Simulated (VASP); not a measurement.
Here is a VASP 6.6.1 calculation.

File POSCAR:

```
Sb
1.0
    3.1600000000      0.0000000000      0.0000000000
    0.0000000000      3.6340000000      0.0000000000
    0.0000000000      0.0000000000      3.1600000000
Sb
1
Direct
    0.0000000000      0.0000000000      0.0000000000
```

The input INCAR.step1:

```
PREC = Accurate
ENCUT = 520
ISMEAR = 0
SIGMA = 0.15
LREAL = False
LASPH = True
NELM = 60
NBANDS = 8
GGA = PE
ALGO = Normal
EDIFF = 1E-4
LWAVE = True
LCHARG = False
```

The input INCAR.step2:

```
PREC = Accurate
ENCUT = 520
EDIFF = 1E-7
ISMEAR = 0
SIGMA = 0.15
LREAL = False
LASPH = True
NELM = 60
ALGO = Normal
ISIF = 2
LWAVE = False
LCHARG = False
METAGGA = R2SCAN
LMIXTAU = True
NBANDS = 8
ISTART = 1
```

KPOINTS

```
Automatic mesh
0
Gamma
  16 16 16
```

Potentials or basis: VASP PAW PBE potentials, release 64 (Sb).

Launch:

```console
$ cat potpaw_PBE.64/Sb/POTCAR > POTCAR
$ cp INCAR.step1 INCAR
$ mpirun -np 1 vasp_std > vasp.out
$ cp INCAR.step2 INCAR
$ mpirun -np 1 vasp_std > vasp.out
```

(1) Estimate the band gap on the k mesh.

(2) Predict the pressure.

Results:

(1) zero (an odd number of electrons rules out a gap without spin polarisation).

(2) -6.6 GPa.

Caveat: the cell differs from its parent crystal (strain +0.1500 x Voigt [0, 1, 0, 0, 0, 0]); the cell stands under tension; the PAW data sets were made with another functional, which shifts forces and pressure a little; spin-orbit coupling is left out, which moves the levels of the heavy elements.
